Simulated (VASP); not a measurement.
# TlPt (P6/mmm) in VASP: single point with PBEsol

Aim: the single point of TlPt with PBEsol.

All numbers are computed with VASP 6.6.1; they aren't measurements. Logs are shortened: lines on timing, memory, paths and dates and some standing lists are left out, and cuts for length are marked.

### Step 1. The cell of the first run

Symmetry: P6/mmm, No. 191, hexagonal system. The conventional cell has a = 6.263 Å, b = 6.263 Å, c = 4.062 Å, α = 90.00°, β = 90.00°, γ = 120.00°. Tl (site symmetry mmm) has 6 Pt at 2.72 to 3.13 Å and 4 Tl at 3.13 Å within 3.6 Å. Pt (site symmetry -6m2) has 6 Tl at 2.72 Å and 3 Pt at 3.62 Å within 3.7 Å. Pt (site symmetry 6/mmm) has 6 Tl at 3.13 Å and 14 Pt at 4.06 to 4.15 Å within 4.2 Å.

### Step 2. Single point, PBEsol

File INCAR:

```
  ALGO = Fast
  EDIFF = 1E-6
  ENCUT = 520
  GGA = PS
  ISIF = 2
  ISMEAR = -1
  LASPH = T
  LCHARG = F
  LREAL = F
  LWAVE = F
  NBANDS = 44
  NELM = 60
  PREC = Accurate
  SIGMA = 0.05
```

File KPOINTS:

```
k-points
0
Gamma
  6 6 6
```

File POSCAR:

```
TlPt
1.0
    6.2625056855      0.0000000000      0.0000000000
   -3.1312528428      5.4234890150      0.0000000000
    0.0000000000      0.0000000000      4.0615778782
Tl Pt
3 3
Direct
    0.0000000000      0.5000000000      0.0000000000
    0.5000000000      0.5000000000      0.0000000000
    0.5000000000      0.0000000000      0.0000000000
    0.6666666667      0.3333333333      0.5000000000
    0.3333333333      0.6666666667      0.5000000000
    0.0000000000      0.0000000000      0.0000000000
```

Potentials or basis: VASP PAW PBE potentials, release 64 (Tl_d, Pt).

Launch:

```
> cat potpaw_PBE.64/Tl_d/POTCAR potpaw_PBE.64/Pt/POTCAR > POTCAR
> mpirun -np 1 vasp_std > vasp.out
```

OUTCAR:

```text
EDIFF = 1E-6
   ENCUT = 520
   GGA = PS
   ISIF = 2
   ISMEAR = -1
   LASPH = T
   LREAL = F
   NELM = 60
   PREC = Accurate

 ion  position               nearest neighbor table
   1  0.000  0.500  0.000-   4 2.72   5 2.72   4 2.72   5 2.72   3 3.13   3 3.13   2 3.13   2 3.13
                             6 3.13   6 3.13
   2  0.500  0.500  0.000-   4 2.72   5 2.72   4 2.72   5 2.72   6 3.13   6 3.13   1 3.13   1 3.13
                             3 3.13   3 3.13
   3  0.500  0.000  0.000-   4 2.72   5 2.72   4 2.72   5 2.72   1 3.13   1 3.13   6 3.13   6 3.13
                             2 3.13   2 3.13
   4  0.667  0.333  0.500-   1 2.72   1 2.72   3 2.72   3 2.72   2 2.72   2 2.72
   5  0.333  0.667  0.500-   1 2.72   1 2.72   3 2.72   3 2.72   2 2.72   2 2.72
   6  0.000  0.000  0.000-   2 3.13   2 3.13   3 3.13   3 3.13   1 3.13   1 3.13

  LATTYP: Found a hexagonal cell.
 ALAT       =     6.2625056855
 C/A-ratio  =     0.6485547610

  Lattice vectors:

 A1 = (   6.2625056855,   0.0000000000,   0.0000000000)
 A2 = (  -3.1312528428,   5.4234890150,   0.0000000000)
 A3 = (   0.0000000000,   0.0000000000,   4.0615778782)

Analysis of symmetry for initial positions (statically):
=====================================================================
 Subroutine PRICEL returns:
 Original cell was already a primitive cell.

 Routine SETGRP: Setting up the symmetry group for a
 hexagonal supercell.

 Subroutine GETGRP returns: Found 24 space group operations
 (whereof 24 operations were pure point group operations)
 out of a pool of 24 trial point group operations.

The static configuration has the point symmetry D_6h.

Analysis of symmetry for dynamics (positions and initial velocities):
=====================================================================
 Subroutine PRICEL returns:
 Original cell was already a primitive cell.

 Routine SETGRP: Setting up the symmetry group for a
 hexagonal supercell.

 Subroutine GETGRP returns: Found 24 space group operations
 (whereof 24 operations were pure point group operations)
 out of a pool of 24 trial point group operations.

The dynamic configuration has the point symmetry D_6h.

 Subroutine INISYM returns: Found 24 space group operations
 (whereof 24 operations are pure point group operations),
 and found     1 'primitive' translations

----------------------------------------------------------------------------------------

[... 104 lines left out ...]
   IBRION =     -1    ionic relax: 0-MD 1-quasi-New 2-CG
   NFREE  =      0    steps in history (QN), initial steepest desc. (CG)
   ISIF   =      2    stress and relaxation
   ISYM   =      2    0-nonsym 1-usesym 2-fastsym
   POTIM  = 0.5000    time-step for ionic-motion
   TEBEG  =    0.0;   TEEND  =   0.0 temperature during run
   PSTRESS=    0.0 pullay stress
   NELECT =      69.0000    total number of electrons
   NUPDOWN=      -1.0000    fix difference up-down
   EMIN   =  10.00;   EMAX   =-10.00  energy-range for DOS
   EFERMI =   0.00;   METHOD = LEGACY
   ISMEAR =    -1;   SIGMA  =   0.05  broadening in eV -4-tet -1-fermi 0-gaus
   EFERMI_NEDOS =   21; number of points for ismear=-14 and -15
   IALGO  =     68    algorithm
   IMIX   =      4    mixing-type and parameters
     AMIX     =   0.40;   BMIX     =  1.00
     AMIX_MAG =   1.60;   BMIX_MAG =  1.00
  volume/ion in A,a.u.               =      22.99       155.16
  Fermi-wavevector in a.u.,A,eV,Ry     =   1.299523  2.455742 22.976975  1.688760
  Thomas-Fermi vector in A             =   2.430781
   LORBIT       =      0    0 simple, 1 ext, 2 COOP (PROOUT), +10 PAW based schemes
   GGA     = PS    functional components
   LHFCALC =     F    Hartree Fock is set to
   AEXX    =    0.0000 exact exchange contribution
   IVDW    =     0    specifies the selected vdW correction
   LEPSILON=     F    determine dielectric tensor
   LRPA    =     F    only Hartree local field effects (RPA)
 non-spin polarized calculation
 RMM-DIIS sequential band-by-band and
  energy-cutoff  :      520.00
  volume of cell :      137.95
 maximum number of plane-waves:      3753
 NGX is ok and might be reduce to    48
   NGX = 23   NGY = 23   NGZ = 15

 number of electron      69.0000008 magnetization

 Free energy of the ion-electron system (eV)
  ---------------------------------------------------
  ext. energy  EPLUGINS =         0.00000000
  ---------------------------------------------------
  free energy    TOTEN  =       -25.22932018 eV

  energy without entropy =      -25.19908573  energy(sigma->0) =      -25.21420296

 E-fermi :   6.7477     XC(G=0): -11.1285

 val. band max:        6.7446231834   @ k =   0.1667   0.1667   0.5000
 cond. band min:       6.7598948049   @ k =   0.0000   0.0000   0.3333
 fundamental gap:      0.0152716215
 Fermi energy:         6.7477100880

 k-point     1 :       0.0000    0.0000    0.0000
  band No.  band energies     occupation
      1      -6.0067      2.00000
      2      -5.3192      2.00000
      3      -5.3192      2.00000
      4      -5.2201      2.00000
      5      -5.0649      2.00000
      6      -5.0649      2.00000
[... 1117 lines left out ...]
     43      13.5651      0.00000
     44      13.8365      0.00000

 [... further k-points ...]

------------------------ aborting loop because EDIFF is reached ----------------------------------------

  FORCE on cell =-STRESS in cart. coord.  units (eV):
  Direction    XX          YY          ZZ          XY          YZ          ZX
  --------------------------------------------------------------------------------------
  -------------------------------------------------------------------------------------
  Total        0.0462231      0.0462231     -0.0054998     -0.0000000      0.0000000      0.0000000
  in kB        0.5368442      0.5368442     -0.0638759     -0.0000000      0.0000000      0.0000000
  external PRESSURE =       0.3366042 kB  Pullay stress =       0.0000000 kB

 VOLUME and BASIS-vectors are now :
 -----------------------------------------------------------------------------
  energy-cutoff  :      520.00
  volume of cell :      137.95
      direct lattice vectors                 reciprocal lattice vectors
     6.262505685  0.000000000  0.000000000     0.159680494  0.092191576  0.000000000
    -3.131252843  5.423489015  0.000000000     0.000000000  0.184383152  0.000000000
     0.000000000  0.000000000  4.061577878     0.000000000  0.000000000  0.246209732

 POSITION                                       TOTAL-FORCE (eV/Angst)
 -----------------------------------------------------------------------------------
     -1.56563      2.71174      0.00000         0.000000      0.000000      0.000000
      1.56563      2.71174      0.00000         0.000000      0.000000      0.000000
      3.13125      0.00000      0.00000         0.000000      0.000000      0.000000
      3.13125      1.80783      2.03079        -0.000000      0.000000      0.000000
     -0.00000      3.61566      2.03079         0.000000      0.000000      0.000000
      0.00000      0.00000      0.00000         0.000000      0.000000      0.000000
 -----------------------------------------------------------------------------------
    total drift:                               -0.000000      0.000000      0.000000

  FREE ENERGIE OF THE ION-ELECTRON SYSTEM (eV)
  ---------------------------------------------------
  free  energy   TOTEN  =       -25.2293201846 eV

  energy  without entropy=      -25.1990857263  energy(sigma->0) =      -25.21420296
```

OSZICAR:

```text
N       E                     dE             d eps       ncg     rms          rms(c)
DAV:   1     0.436721833933E+03    0.43672E+03   -0.35496E+04  2488   0.148E+03
DAV:   2    -0.101145403374E+02   -0.44684E+03   -0.43073E+03  2664   0.348E+02
DAV:   3    -0.257402544261E+02   -0.15626E+02   -0.15276E+02  2780   0.575E+01
DAV:   4    -0.259461811864E+02   -0.20593E+00   -0.20543E+00  2828   0.643E+00
DAV:   5    -0.259493392453E+02   -0.31581E-02   -0.31579E-02  2668   0.814E-01    0.178E+01
RMM:   6    -0.253813903664E+02    0.56795E+00   -0.11680E+00  2480   0.525E+00    0.114E+01
RMM:   7    -0.255808712668E+02   -0.19948E+00   -0.98842E-01  2511   0.403E+00    0.539E+00
RMM:   8    -0.252345586998E+02    0.34631E+00   -0.39614E-01  2528   0.252E+00    0.172E+00
RMM:   9    -0.252317562454E+02    0.28025E-02   -0.48718E-02  2630   0.783E-01    0.402E-01
RMM:  10    -0.252300666859E+02    0.16896E-02   -0.73456E-03  2597   0.420E-01    0.208E-01
RMM:  11    -0.252295493207E+02    0.51737E-03   -0.45438E-04  2712   0.105E-01    0.125E-01
RMM:  12    -0.252293216045E+02    0.22772E-03   -0.37234E-04  2685   0.660E-02    0.349E-02
RMM:  13    -0.252293193202E+02    0.22843E-05   -0.52152E-05  2664   0.282E-02    0.850E-03
RMM:  14    -0.252293206249E+02   -0.13047E-05   -0.14032E-05  2132   0.119E-02    0.544E-03
RMM:  15    -0.252293201846E+02    0.44021E-06   -0.27598E-06  1818   0.587E-03
   1 F= -.25229320E+02 E0= -.25214203E+02  d E =-.302345E-01
```

stdout:

```text
POSCAR found type information on POSCAR TlPt
 POSCAR found :  2 types and       6 ions
 scaLAPACK will be used
 -----------------------------------------------------------------------------
|                                                                             |
|                                                                             |
|     You enforced a specific xc type in the INCAR file but a different       |
|     I HOPE YOU KNOW WHAT YOU ARE DOING!                                     |
|                                                                             |
 -----------------------------------------------------------------------------

 LDA part: xc-table for (Slater+PW92), standard interpolation
 POSCAR, INCAR and KPOINTS ok, starting setup
 FFT: planning ... GRIDC
 FFT: planning ... GRID_SOFT
 FFT: planning ... GRID
 WAVECAR not read
 entering main loop
```

It took 4.5 min on 1 thread of Intel Xeon 8259CL, shared host; peak memory 0.33 GiB.

Results:

| Quantity | Value |
| --- | --- |
| Free energy | -25.2293 eV |
| Pressure | 0.0 GPa |
| Band gap on the k mesh | zero (an odd number of electrons rules out a gap without spin polarisation) |

Levels at points of the mesh, in eV from the Fermi level:
```tsv
k point	band 32	band 33	band 34	band 35	band 36	band 37
(0.00, 0.00, 0.00)	-0.92	-0.47	-0.47	-0.32	-0.32	-0.09
(0.50, 0.00, 0.00)	-1.03	-0.94	-0.75	1.18	1.99	3.02
(0.00, 0.00, 0.50)	-1.05	-0.58	0.76	0.76	1.07	1.07
(0.50, 0.00, 0.50)	-1.53	-0.84	-0.82	0.02	0.62	1.12
```

Caveat: the PAW data sets were made with another functional, which shifts forces and pressure a little; spin-orbit coupling is left out, which moves the levels of the heavy elements.
